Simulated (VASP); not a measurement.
# Ga2SeS3 (P6/mmm) in VASP: further runs

Ga2SeS3 is run at these levels: PBE; tasks: single point, relaxation of cell and atoms.

Program: VASP 6.6.1. These are calculated values, not measurements. Logs are shortened: lines on timing, memory, paths and dates and some standing lists are left out, and cuts for length are marked.

**1. The cell of the first run**

The structure is hexagonal, space group P6/mmm (No. 191). Conventional cell: a = 4.823 Å, b = 4.823 Å, c = 7.948 Å, α = 90.00°, β = 90.00°, γ = 120.00°. Within 3.7 Å of Ga (site symmetry -6m2) lie 3 Ga at 2.78 Å and 9 S at 2.78 to 3.28 Å. Se (site symmetry 6/mmm) has 2 S at 2.23 Å within 3.0 Å. Within 2.3 Å of S (site symmetry 6mm) lie 1 S at 1.74 Å and 1 Se at 2.23 Å. Within 2.3 Å of S (site symmetry 6/mmm) lie 2 S at 1.74 Å.

The cell was built from a structure type or drawn by symmetry, and may not be a known phase.

**2. Single point, PBE**

File INCAR:

```
SYSTEM = Ga2SeS3
  ALGO = Normal
  EDIFF = 1E-6
  ENCUT = 520
  GGA = PE
  ISIF = 2
  ISMEAR = 0
  LASPH = .TRUE.
  LCHARG = .FALSE.
  LREAL = .FALSE.
  LWAVE = .FALSE.
  NBANDS = 34
  NELM = 80
  PREC = Accurate
  SIGMA = 0.1
```

File KPOINTS:

```
k-points
0
G
  6 6 2
  0 0 0
```

File POSCAR:

```
Ga2SeS3
1.0
    4.8229048700      0.0000000000      0.0000000000
   -2.4114524300      4.1767581300      0.0000000000
    0.0000000000      0.0000000000      7.9481183100
Ga Se S
2 1 3
Direct
    0.3333333300      0.6666666700      0.0000000000
    0.6666666700      0.3333333300      0.0000000000
    0.0000000000      0.0000000000      0.5000000000
    0.0000000000      0.0000000000      0.2190338900
    0.0000000000      0.0000000000      0.7809661100
    0.0000000000      0.0000000000      0.0000000000
```

Potentials or basis: VASP PAW PBE potentials, release 64 (Ga_d, Se, S).

Command:

```sh
cat potpaw_PBE.64/Ga_d/POTCAR potpaw_PBE.64/Se/POTCAR potpaw_PBE.64/S/POTCAR > POTCAR
mpirun -np 1 vasp_std > vasp.out
```

OUTCAR:

```text
SYSTEM = Ga2SeS3
   EDIFF = 1E-6
   ENCUT = 520
   GGA = PE
   ISIF = 2
   ISMEAR = 0
   LASPH = .TRUE.
   LREAL = .FALSE.
   NELM = 80
   PREC = Accurate

 ion  position               nearest neighbor table
   1  0.333  0.667  0.000-   2 2.78   6 2.78   2 2.78   6 2.78   6 2.78   2 2.78
   2  0.667  0.333  0.000-   1 2.78   6 2.78   1 2.78   6 2.78   6 2.78   1 2.78
   3  0.000  0.000  0.500-   4 2.23   5 2.23
   4  0.000  0.000  0.219-   6 1.74   3 2.23
   5  0.000  0.000  0.781-   6 1.74   3 2.23
   6  0.000  0.000  0.000-   4 1.74   5 1.74   1 2.78   2 2.78   1 2.78   2 2.78   2 2.78   1 2.78

  LATTYP: Found a hexagonal cell.
 ALAT       =     4.8229048700
 C/A-ratio  =     1.6479940045

  Lattice vectors:

 A1 = (   4.8229048700,   0.0000000000,   0.0000000000)
 A2 = (  -2.4114524300,   4.1767581300,   0.0000000000)
 A3 = (   0.0000000000,   0.0000000000,   7.9481183100)

Analysis of symmetry for initial positions (statically):
=====================================================================
 Subroutine PRICEL returns:
 Original cell was already a primitive cell.

 Routine SETGRP: Setting up the symmetry group for a
 hexagonal supercell.

 Subroutine GETGRP returns: Found 24 space group operations
 (whereof 24 operations were pure point group operations)
 out of a pool of 24 trial point group operations.

The static configuration has the point symmetry D_6h.

Analysis of symmetry for dynamics (positions and initial velocities):
=====================================================================
 Subroutine PRICEL returns:
 Original cell was already a primitive cell.

 Routine SETGRP: Setting up the symmetry group for a
 hexagonal supercell.

 Subroutine GETGRP returns: Found 24 space group operations
 (whereof 24 operations were pure point group operations)
 out of a pool of 24 trial point group operations.

The dynamic configuration has the point symmetry D_6h.

 Subroutine INISYM returns: Found 24 space group operations
 (whereof 24 operations are pure point group operations),
 and found     1 'primitive' translations

----------------------------------------------------------------------------------------

                                     Primitive cell

  volume of cell :     160.1077

  direct lattice vectors                    reciprocal lattice vectors
     4.822904870  0.000000000  0.000000000     0.207343920  0.119710068  0.000000000
    -2.411452430  4.176758130  0.000000000     0.000000000  0.239420136  0.000000000
     0.000000000  0.000000000  7.948118310     0.000000000  0.000000000  0.125815943

  length of vectors
     4.822904870  4.822904861  7.948118310     0.239420136  0.239420136  0.125815943

  position of ions in fractional coordinates (direct lattice)
     0.333333330  0.666666670  0.000000000
     0.666666670  0.333333330  0.000000000
     0.000000000  0.000000000  0.500000000
     0.000000000  0.000000000  0.219033890
     0.000000000  0.000000000  0.780966110
     0.000000000  0.000000000  0.000000000

  ion indices of the primitive-cell ions
   primitive index   ion index
                 1           1
                 2           2
                 3           3
                 4           4
                 5           5
                 6           6

----------------------------------------------------------------------------------------

 KPOINTS: k-points

Automatic generation of k-mesh.
 Grid dimensions read from file:
 generate k-points for:    6    6    2

 Generating k-lattice:

  Cartesian coordinates                     Fractional coordinates (reciprocal lattice)
     0.034557320  0.019951678  0.000000000     0.166666667  0.000000000  0.000000000
     0.000000000  0.039903356  0.000000000     0.000000000  0.166666667  0.000000000
     0.000000000  0.000000000  0.062907971     0.000000000  0.000000000  0.500000000

  Length of vectors
     0.039903356  0.039903356  0.062907971

  Shift w.r.t. Gamma in fractional coordinates (k-lattice)
     0.000000000  0.000000000  0.000000000

 Subroutine IBZKPT returns following result:
 ===========================================

 Found     14 irreducible k-points:

 Following reciprocal coordinates:
            Coordinates               Weight
  0.000000  0.000000  0.000000      1.000000
  0.166667  0.000000  0.000000      6.000000
  0.333333  0.000000  0.000000      6.000000
  0.500000  0.000000  0.000000      3.000000
  0.166667  0.166667  0.000000      6.000000
  0.333333  0.166667  0.000000     12.000000
  0.333333  0.333333  0.000000      2.000000
  0.000000  0.000000  0.500000      1.000000
  0.166667  0.000000  0.500000      6.000000
  0.333333  0.000000  0.500000      6.000000
  0.500000  0.000000  0.500000      3.000000
  0.166667  0.166667  0.500000      6.000000
  0.333333  0.166667  0.500000     12.000000
  0.333333  0.333333  0.500000      2.000000
   k-points           NKPTS =     14   k-points in BZ     NKDIM =     14   number of bands    NBANDS=     34
   number of dos      NEDOS =    301   number of ions     NIONS =      6
   total plane-waves  NPLWV =  77760
   dimension x,y,z NGX =    36 NGY =   36 NGZ =   60
   dimension x,y,z NGXF=    72 NGYF=   72 NGZF=  120
   ions per type =               2   1   3
   NGX,Y,Z   is equivalent  to a cutoff of  12.41, 12.41, 12.55 a.u.
   NGXF,Y,Z  is equivalent  to a cutoff of  24.82, 24.82, 25.10 a.u.
 SYSTEM =  Ga2SeS3
   PREC   = accura    normal or accurate (medium, high low for compatibility)
   ISTART =      0    job   : 0-new  1-cont  2-samecut
   ICHARG =      2    charge: 1-file 2-atom 10-const
   ISPIN  =      1    spin polarized calculation?
   LNONCOLLINEAR =      F non collinear calculations
   LSORBIT =      F    spin-orbit coupling
   LASPH  =      T    aspherical Exc in radial PAW
   ENCUT  =  520.0 eV  38.22 Ry    6.18 a.u.   8.97  8.97 14.78*2*pi/ulx,y,z
   NELM   =     80;   NELMIN=  2; NELMDL= -5     # of ELM steps
   EDIFF  = 0.1E-05   stopping-criterion for ELM
   LREAL  =      F    real-space projection
[... 7 lines left out ...]
   TEBEG  =    0.0;   TEEND  =   0.0 temperature during run
   PSTRESS=    0.0 pullay stress
   NELECT =      50.0000    total number of electrons
   NUPDOWN=      -1.0000    fix difference up-down
   EMIN   =  10.00;   EMAX   =-10.00  energy-range for DOS
   EFERMI =   0.00;   METHOD = LEGACY
   ISMEAR =     0;   SIGMA  =   0.10  broadening in eV -4-tet -1-fermi 0-gaus
   EFERMI_NEDOS =   21; number of points for ismear=-14 and -15
   IALGO  =     38    algorithm
   IMIX   =      4    mixing-type and parameters
     AMIX     =   0.40;   BMIX     =  1.00
     AMIX_MAG =   1.60;   BMIX_MAG =  1.00
  volume/ion in A,a.u.               =      26.68       180.08
  Fermi-wavevector in a.u.,A,eV,Ry     =   1.110693  2.098906 16.784678  1.233639
  Thomas-Fermi vector in A             =   2.247248
   LORBIT       =      0    0 simple, 1 ext, 2 COOP (PROOUT), +10 PAW based schemes
   GGA     = PE    functional components
   LHFCALC =     F    Hartree Fock is set to
   AEXX    =    0.0000 exact exchange contribution
   IVDW    =     0    specifies the selected vdW correction
   LEPSILON=     F    determine dielectric tensor
   LRPA    =     F    only Hartree local field effects (RPA)
 non-spin polarized calculation
 Gauss-broadening in eV      SIGMA  =   0.10
  energy-cutoff  :      520.00
  volume of cell :      160.11
 maximum number of plane-waves:      4347
 NGX is ok and might be reduce to    36
   NGX = 17   NGY = 17   NGZ = 29

 number of electron      49.9999966 magnetization

 Free energy of the ion-electron system (eV)
  ---------------------------------------------------
  ext. energy  EPLUGINS =         0.00000000
  ---------------------------------------------------
  free energy    TOTEN  =       -14.82766721 eV

  energy without entropy =      -14.81831180  energy(sigma->0) =      -14.82298951

 E-fermi :   2.6891     XC(G=0):  -8.2076

 val. band max:        2.6847365884   @ k =   0.1667   0.0000   0.0000
 cond. band min:       2.8622664647   @ k =   0.1667   0.1667   0.0000
 fundamental gap:      0.1775298762
 Fermi energy:         2.6890725627

 k-point     1 :       0.0000    0.0000    0.0000
  band No.  band energies     occupation
      1     -16.7601      2.00000
      2     -13.4691      2.00000
      3     -12.4701      2.00000
      4     -12.4025      2.00000
      5     -12.4025      2.00000
      6     -12.3589      2.00000
[... 26 lines left out ...]
     33       9.0959      0.00000
     34       9.1450      0.00000

 k-point     2 :       0.1667    0.0000    0.0000
  band No.  band energies     occupation
      1     -16.7423      2.00000
      2     -13.4694      2.00000
      3     -12.4796      2.00000
      4     -12.4063      2.00000
      5     -12.3976      2.00000
      6     -12.3975      2.00000
[... 26 lines left out ...]
     33       8.6366      0.00000
     34       9.0326      0.00000

 k-point     3 :       0.3333    0.0000    0.0000
  band No.  band energies     occupation
      1     -16.7067      2.00000
      2     -13.4705      2.00000
      3     -12.4815      2.00000
      4     -12.4334      2.00000
      5     -12.4224      2.00000
      6     -12.4134      2.00000
[... 26 lines left out ...]
     33       8.1062      0.00000
     34       8.2266      0.00000
[... 334 lines left out ...]
 k-point    13 :       0.3333    0.1667    0.5000
  band No.  band energies     occupation
      1     -16.6692      2.00000
      2     -13.7227      2.00000
      3     -12.4687      2.00000
      4     -12.4360      2.00000
      5     -12.4332      2.00000
      6     -12.4045      2.00000
[... 26 lines left out ...]
     33       9.1294      0.00000
     34       9.8901      0.00000

 k-point    14 :       0.3333    0.3333    0.5000
  band No.  band energies     occupation
      1     -16.6607      2.00000
      2     -13.7215      2.00000
      3     -12.4453      2.00000
      4     -12.4413      2.00000
      5     -12.4413      2.00000
      6     -12.3880      2.00000
[... 26 lines left out ...]
     33       8.6169      0.00000
     34       9.9890      0.00000

------------------------ aborting loop because EDIFF is reached ----------------------------------------

  FORCE on cell =-STRESS in cart. coord.  units (eV):
  Direction    XX          YY          ZZ          XY          YZ          ZX
  --------------------------------------------------------------------------------------
  -------------------------------------------------------------------------------------
  Total        2.9014513      2.9014513     42.4513533      0.0000000      0.0000000      0.0000000
  in kB       29.0344444     29.0344443    424.8051529      0.0000000      0.0000000      0.0000000
  external PRESSURE =     160.9580139 kB  Pullay stress =       0.0000000 kB

 VOLUME and BASIS-vectors are now :
 -----------------------------------------------------------------------------
  energy-cutoff  :      520.00
  volume of cell :      160.11
      direct lattice vectors                 reciprocal lattice vectors
     4.822904870  0.000000000  0.000000000     0.207343920  0.119710068  0.000000000
    -2.411452430  4.176758130  0.000000000     0.000000000  0.239420136  0.000000000
     0.000000000  0.000000000  7.948118310     0.000000000  0.000000000  0.125815943

 POSITION                                       TOTAL-FORCE (eV/Angst)
 -----------------------------------------------------------------------------------
     -0.00000      2.78451      0.00000         0.000000     -0.000000      0.000000
      2.41145      1.39225      0.00000        -0.000000     -0.000000      0.000000
      0.00000      0.00000      3.97406         0.000000     -0.000000      0.000000
      0.00000      0.00000      1.74091         0.000000      0.000000     10.772773
      0.00000      0.00000      6.20721         0.000000     -0.000000    -10.772773
      0.00000      0.00000      0.00000         0.000000     -0.000000      0.000000
 -----------------------------------------------------------------------------------
    total drift:                                0.000000      0.000000     -0.000000

  FREE ENERGIE OF THE ION-ELECTRON SYSTEM (eV)
  ---------------------------------------------------
  free  energy   TOTEN  =       -14.8276672115 eV

  energy  without entropy=      -14.8183118037  energy(sigma->0) =      -14.82298951
```

It took 50 s on 1 thread of Intel Xeon Platinum 8488C (Sapphire Rapids), shared host; peak memory 0.29 GiB.

What came out:

| Quantity | Value |
| --- | --- |
| Free energy | -14.8277 eV |
| Pressure | 16.1 GPa |
| Largest force | 10.773 eV/Å |
| Band gap on the k mesh | zero (bands 25 and 26 overlap by 1.83 eV) |

Forces on the atoms (eV/Å):
```
Ga    0.000   0.000   0.000
Ga    0.000   0.000   0.000
Se    0.000   0.000   0.000
S     0.000   0.000  10.773
S     0.000   0.000 -10.773
S     0.000   0.000   0.000
```

Stress tensor (GPa, compression positive):
```
 2.90  0.00  0.00
 0.00  2.90  0.00
 0.00  0.00 42.48
```

Levels at points of the mesh, in eV from the Fermi level:
```
           k point  band 24  band 25  band 26  band 27  band 28  band 29
(0.00, 0.00, 0.00)    -0.94    -0.94    -0.48     1.38     1.38     1.55
(0.50, 0.00, 0.00)     0.63     0.97     1.06     1.11     2.13     2.33
(0.00, 0.00, 0.50)    -0.94    -0.69    -0.69    -0.29    -0.29    -0.26
(0.50, 0.00, 0.50)    -0.83    -0.62    -0.45     1.70     1.89     2.14
```

Caveat: the k points lie up to 0.40 Å⁻¹ apart, too coarse for converged energies and pressures of a metal; forces of over 1 eV/Å act on the atoms, so gaps and moduli don't describe the material at rest.

**3. Single point, PBE**

This run uses another cell than the first one, of 33.28 Å³/atom.

File INCAR:

```
PREC = Accurate
ENCUT = 520
EDIFF = 1E-6
ISMEAR = 0
SIGMA = 0.1
LREAL = False
LASPH = True
NELM = 80
ALGO = Normal
ISIF = 2
LWAVE = False
LCHARG = False
GGA = PE
NBANDS = 34
```

File KPOINTS:

```
Automatic mesh
0
Gamma
  6 6 2
```

File POSCAR:

```
Ga2SeS3
1.0
    5.0607686669     -0.0000000030      0.0000000000
   -2.5303843308      4.3827542297      0.0000000000
    0.0000000000      0.0000000000      9.0028081855
Ga Se S
2 1 3
Direct
    0.3333333333      0.6666666667      0.0000000000
    0.6666666667      0.3333333333      0.0000000000
    0.0000000000      0.0000000000      0.5000000000
    0.0000000000      0.0000000000      0.2463122647
    0.0000000000      0.0000000000      0.7536877353
    0.0000000000      0.0000000000      0.0000000000
```

Potentials or basis: VASP PAW PBE potentials, release 64 (Ga_d, Se, S).

Command:

```sh
cat potpaw_PBE.64/Ga_d/POTCAR potpaw_PBE.64/Se/POTCAR potpaw_PBE.64/S/POTCAR > POTCAR
mpirun -np 1 vasp_std > vasp.out
```

It took 77 s on 1 thread of Intel Xeon Platinum 8488C (Sapphire Rapids), shared host; peak memory 0.36 GiB.

Results (log left out):

- Free energy: -18.3992 eV
- Pressure: 0.0 GPa
- Largest force: 0.062 eV/Å
- Band gap on the k mesh: zero (bands 25 and 26 overlap by 0.69 eV)

Forces on the atoms (eV/Å):
```
Ga   0.000  0.000  0.000
Ga   0.000  0.000  0.000
Se   0.000  0.000  0.000
S    0.000  0.000 -0.062
S    0.000  0.000  0.062
S    0.000  0.000  0.000
```

Stress tensor (GPa, compression positive):
```
 0.04  0.00  0.00
 0.00  0.04  0.00
 0.00  0.00 -0.10
```

Levels at points of the mesh, in eV from the Fermi level:
| k point | band 23 | band 24 | band 25 | band 26 | band 27 | band 28 | band 29 | band 30 |
| --- | --- | --- | --- | --- | --- | --- | --- | --- |
| (0.00, 0.00, 0.00) | -1.84 | -0.32 | -0.32 | -0.04 | 0.08 | 0.49 | 0.70 | 0.70 |
| (0.50, 0.00, 0.00) | -0.94 | -0.08 | 0.12 | 0.48 | 0.56 | 2.15 | 2.27 | 2.41 |
| (0.00, 0.00, 0.50) | -0.79 | -0.79 | -0.32 | -0.32 | -0.06 | -0.06 | 0.45 | 4.11 |
| (0.50, 0.00, 0.50) | -0.98 | -0.81 | -0.42 | -0.17 | 2.22 | 2.40 | 2.51 | 2.55 |

**4. Relaxation of cell and atoms, PBE**

File INCAR:

```
  PREC = Accurate
  ENCUT = 600
  EDIFF = 1E-7
  ISMEAR = 0
  SIGMA = 0.1
  LREAL = F
  LASPH = T
  NELM = 60
  ALGO = Normal
  ISIF = 3
  LWAVE = F
  LCHARG = F
  GGA = PE
  IBRION = 2
  NSW = 90
  EDIFFG = -0.04
```

KPOINTS is that of step 3.

File POSCAR:

```
Ga2SeS3
1.0
    4.8229048700      0.0000000000      0.0000000000
   -2.4114524300      4.1767581300      0.0000000000
    0.0000000000      0.0000000000      7.9481183100
Ga Se S
2 1 3
Direct
    0.3333333300      0.6666666700      0.0000000000
    0.6666666700      0.3333333300      0.0000000000
    0.0000000000      0.0000000000      0.5000000000
    0.0000000000      0.0000000000      0.2190338900
    0.0000000000      0.0000000000      0.7809661100
    0.0000000000      0.0000000000      0.0000000000
```

Command:

```sh
cat potpaw_PBE.64/Ga_d/POTCAR potpaw_PBE.64/Se/POTCAR potpaw_PBE.64/S/POTCAR > POTCAR
mpirun -np 1 vasp_std > vasp.out
```

Wall time 10 min (1 thread of Intel Xeon Platinum 8488C (Sapphire Rapids), shared host); peak memory 0.36 GiB.

The run converged. Its results:

- Free energy: -18.5337 eV
- Relaxed volume: 34.46 Å³/atom
- Relaxed cell: a = 4.951 Å, b = 4.951 Å, c = 9.741 Å, α = 90.00°, β = 90.00°, γ = 120.00°
- Space group after relaxing (to 0.1 Å): P6/mmm (No. 191)
- Energy gained by relaxing: 617.4 meV/atom
- Ionic steps: 12
- Pressure after relaxing: 0.0 GPa
- Largest force after relaxing: 0.029 eV/Å
- Band gap on the k mesh: zero (bands 25 and 26 overlap by 0.45 eV)

Forces in eV/Å, atoms in the order of the input:
```
Ga   0.000  0.000  0.000
Ga   0.000  0.000  0.000
Se   0.000  0.000  0.000
S    0.000  0.000 -0.029
S    0.000  0.000  0.029
S    0.000  0.000  0.000
```

The path:
```
step  energy change (eV)  largest force (eV/Å)  pressure (GPa)  volume (Å³)
   1              0.0000               10.7704           16.09       160.11
   2             -3.3387                0.4847           -1.79       224.85
   3             -3.5277                0.0712            2.07       189.90
   4             -3.6882                0.0710            0.00       205.06
   5             -3.6969                0.0798            0.44       201.83
   6             -3.6967                0.0805            0.32       202.68
   7             -3.7018                0.0460            0.12       204.80
   8             -3.7036                0.0064           -0.11       207.32
   9             -3.7036                0.0090           -0.09       207.14
  10             -3.7039                0.0709            0.05       206.74
  11             -3.7041                0.0471           -0.01       206.89
  12             -3.7042                0.0294           -0.01       206.78
```

Final structure:
```cif
data_structure
_symmetry_space_group_name_H-M 'P 1'
_symmetry_Int_Tables_number 1
_cell_length_a 4.9508
_cell_length_b 4.9508
_cell_length_c 9.7412
_cell_angle_alpha 90.000
_cell_angle_beta 90.000
_cell_angle_gamma 120.000
_cell_volume 206.78
loop_
_atom_site_label
_atom_site_type_symbol
_atom_site_fract_x
_atom_site_fract_y
_atom_site_fract_z
_atom_site_occupancy
Ga1 Ga 0.33333 0.66667 0.00000 1
Ga2 Ga 0.66667 0.33333 0.00000 1
Se1 Se 0.00000 0.00000 0.50000 1
S1 S 0.00000 0.00000 0.26905 1
S2 S 0.00000 0.00000 0.73095 1
S3 S 0.00000 0.00000 0.00000 1
```

Levels at points of the mesh, in eV from the Fermi level:
```csv
k point,band 22,band 23,band 24,band 25,band 26,band 27,band 28,band 29
"(0.00, 0.00, 0.00)",-1.35,-1.23,-0.90,-0.22,0.03,0.03,0.55,0.55
"(0.50, 0.00, 0.00)",-1.47,-0.60,-0.17,0.04,0.44,0.51,1.82,2.76
"(0.00, 0.00, 0.50)",-1.23,-0.98,-0.98,0.03,0.03,0.27,0.27,1.07
"(0.50, 0.00, 0.50)",-1.58,-1.13,-0.58,0.16,0.46,2.24,2.41,2.76
```

Caveat: the k points lie up to 0.32 Å⁻¹ apart in the final cell; the volume moved by over 15 % at a fixed basis, so the end points are rough.

(Continued in part 2 of 2.)
